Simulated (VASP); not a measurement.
Set up this calculation in VASP 6.6.1, as the native input.

```yaml
Task: single point
Functional: PBE
Potentials_or_basis: VASP PAW PBE potentials, release 64 (Gd, Si, O)
Cutoff: 520 eV
k_mesh: 4 × 4 × 4
Occupations: gaussian, width 0.1 eV
Spin: collinear spin, ferromagnetic start
Starting_moments: "[7.0, 0.0, 0.0, 0.0] μB"
Dipole_correction: no
Further_INCAR_settings: ALGO = Normal; EDIFF = 1e-07; NBANDS = 28
```

The structure of GdSi2O lies in POSCAR:

```
GdSi2O
1.0
    4.3675183900      0.0000000000      0.0000000000
    0.0000000000      4.3675183900      0.0000000000
    0.0000000000      0.0000000000      3.8091890400
Gd Si O
1 2 1
Direct
    0.5000000000      0.5000000000      0.0000000000
    0.0000000000      0.0000000000      0.7425546200
    0.0000000000      0.0000000000      0.2574453800
    0.5000000000      0.5000000000      0.5000000000
```

One way to write it, as run:

INCAR

```
SYSTEM = GdSi2O
ALGO = Normal ; EDIFF = 1E-7
ENCUT = 520 ; GGA = PE
ISIF = 2 ; ISMEAR = 0
ISPIN = 2 ; LASPH = .TRUE.
LCHARG = .FALSE. ; LMAXMIX = 6
LORBIT = 11 ; LREAL = .FALSE.
LWAVE = .FALSE. ; MAGMOM = 7 0 0 0
NBANDS = 28 ; NELM = 150
PREC = Accurate ; SIGMA = 0.1
```

KPOINTS

```
k-points
0
G
  4 4 4
  0 0 0
```

Potentials or basis: VASP PAW PBE potentials, release 64 (Gd, Si, O).

Run with:

```sh
$ cat potpaw_PBE.64/Gd/POTCAR potpaw_PBE.64/Si/POTCAR potpaw_PBE.64/O/POTCAR > POTCAR
$ mpirun -np 1 vasp_std > vasp.out
```

Results of the run:

The pressure is 37.7 GPa, the largest force is 4.917 eV/Å and the net moment is 6.90 μB per cell. The site moments are Gd +6.60; Si +0.02; O -0.07 μB. The valence electrons inside the program's atomic spheres are Gd 15.53; Si 1.95; O 5.12.

Caveat: the k points lie up to 0.41 Å⁻¹ apart; a cell with one magnetic atom can't hold antiferromagnetic order, which such compounds often take; forces of over 1 eV/Å act on the atoms, so gaps and moduli don't describe the material at rest.

It took 99 s on 1 thread of Intel(R) Xeon(R) 6975P-C (Granite Rapids) (shared host), peak memory 0.24 GiB.
